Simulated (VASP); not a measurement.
Wanted: the native input for a VASP 6.6.1 run.

| Item | Value |
| --- | --- |
| Task | single point |
| Functional | PBE |
| Potentials or basis | VASP PAW PBE potentials, release 64 (Mg) |
| Cutoff | 520 eV |
| k mesh | 8 × 8 × 5 |
| Occupations | fermi-dirac, width 0.05 eV |
| Spin | no spin polarisation |
| Dipole correction | no |
| k mesh for the DOS | 12 × 12 × 8 |
| Occupations for the DOS | tetrahedron |
| Further INCAR settings | ALGO = Normal; EDIFF = 1e-06; NBANDS = 12 |

Mg:

```
Mg
1.0
     4.54055    0.00000    0.00000
    -2.27028    3.93223    0.00000
     0.00000    0.00000    5.79681
Mg
4
Direct
  0.00000 0.00000 0.00000
  0.00000 0.00000 0.50000
  0.33333 0.66667 0.25000
  0.66667 0.33333 0.75000
```

One way to write it, as run:

POSCAR

```
Mg
1.0
    4.5405517165      0.0000000000      0.0000000000
   -2.2702758583      3.9322331337      0.0000000000
    0.0000000000      0.0000000000      5.7968061987
Mg
4
Direct
    0.0000000000      0.0000000000      0.0000000000
    0.0000000000      0.0000000000      0.5000000000
    0.3333333333      0.6666666667      0.2500000000
    0.6666666667      0.3333333333      0.7500000000
```

INCAR.step1

```
  PREC = Accurate
  ENCUT = 520
  EDIFF = 1E-6
  ISMEAR = -1
  SIGMA = 0.05
  LREAL = False
  LASPH = True
  NELM = 80
  ALGO = Normal
  ISIF = 2
  LWAVE = False
  LCHARG = True
  GGA = PE
  NBANDS = 12
```

KPOINTS.step1

```
Automatic mesh
0
Gamma
  8 8 5
```

INCAR.step2

```
  PREC = Accurate
  ENCUT = 520
  EDIFF = 1E-6
  ISMEAR = -5
  SIGMA = 0.05
  LREAL = False
  LASPH = True
  NELM = 80
  ALGO = Normal
  ISIF = 2
  LWAVE = False
  LCHARG = False
  GGA = PE
  LORBIT = 11
  NBANDS = 12
  NEDOS = 2001
  ICHARG = 11
```

KPOINTS.step2

```
Automatic mesh
0
Gamma
  12 12 8
```

Potentials or basis: VASP PAW PBE potentials, release 64 (Mg).

Launch:

```console
$ cat potpaw_PBE.64/Mg/POTCAR > POTCAR
$ cp INCAR.step1 INCAR
$ cp KPOINTS.step1 KPOINTS
$ mpirun -np 1 vasp_std > vasp.out
$ cp INCAR.step2 INCAR
$ cp KPOINTS.step2 KPOINTS
$ mpirun -np 1 vasp_std > vasp.out
```

It gave:

The valence electrons inside the program's atomic spheres are Mg 0.38, 0.35 (each value once).

Wall time 31 s on 1 thread of Intel(R) Xeon(R) Platinum 8481C CPU @ 2.70GHz (Sapphire Rapids) (shared host), peak memory 0.28 GiB.
